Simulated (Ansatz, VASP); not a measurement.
## One calculation of Pt, two programs

```
Pt
1.0
    -1.60507    1.60507    1.60507
     1.60507   -1.60507    1.60507
     1.60507    1.60507   -1.60507
Pt
1
Direct
  0.00000 0.00000 0.00000
```

Alike in both runs: task single point; functional PBE; k mesh 12 × 12 × 12; occupations fermi-dirac, width 0.05 eV; no spin polarisation.

|  | VASP | Ansatz |
| --- | --- | --- |
| version | VASP 6.6.1 | Ansatz 0.2.0 |
| potentials or method | VASP PAW PBE potentials, release 64 (Pt) | Ansatz PAW soft_1 |
| plane-wave cutoff (eV) | 500 | 420 |
| valence electrons in the cell | 10 | 18 |

```csv
,VASP,Ansatz,Ansatz less VASP
gap on the k mesh at the Fermi level (eV),none,none,-
pressure (GPa),-9.9,-9.6,+0.35
```

A gap of «none» marks a metal or a gap that the smearing closes. VASP's potentials hold 10 valence electrons a cell and Ansatz's 18, so a difference there can come from the potentials and not from the codes.

Spin-orbit coupling is off throughout.
